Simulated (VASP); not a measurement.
The system is InH.

```xyz
2
Lattice="0.0000 2.7061 2.7061 2.7061 0.0000 2.7061 2.7061 2.7061 0.0000" Properties=species:S:1:pos:R:3 pbc="T T T"
In    0.0000    0.0000    0.0000
H     2.7061    2.7061    2.7061
```

The cell was generated, and may not be a known phase.

```yaml
Program: VASP 6.6.1
Task: relaxation of cell and atoms
Functional: PBE
Potentials_or_basis: VASP PAW PBE potentials, release 64 (In_d, H)
Cutoff: 600 eV
k_mesh: 6 × 6 × 6
Occupations: gaussian, width 0.1 eV
Spin: no spin polarisation
```

At the start: pressure -4.0 GPa; volume 19.82 Å³/atom.

Q: How do energy, volume and symmetry change on relaxing?

A: Over 4 steps the energy falls by 66.1 meV/atom and the volume is 15.69 Å³/atom (-20.8 %); space group Fm-3m (No. 225, to 0.1 Å) before and after.

Step by step:
```csv
step,energy change (eV),largest force (eV/Å),pressure (GPa),volume (Å³)
1,0.0000,0.0000,-4.02,39.63
2,-0.0661,0.0000,-3.49,36.85
3,-0.1292,0.0000,-0.90,32.58
4,-0.1322,0.0000,0.23,31.38
```

Final structure:
```
CELL_PARAMETERS angstrom
0.00000 2.50336 2.50336
2.50336 0.00000 2.50336
2.50336 2.50336 0.00000
ATOMIC_POSITIONS crystal
In 0.00000 0.00000 0.00000
H 0.50000 0.50000 0.50000
```

Caveat: the volume moved by over 15 % at a fixed basis, so the end points are rough.
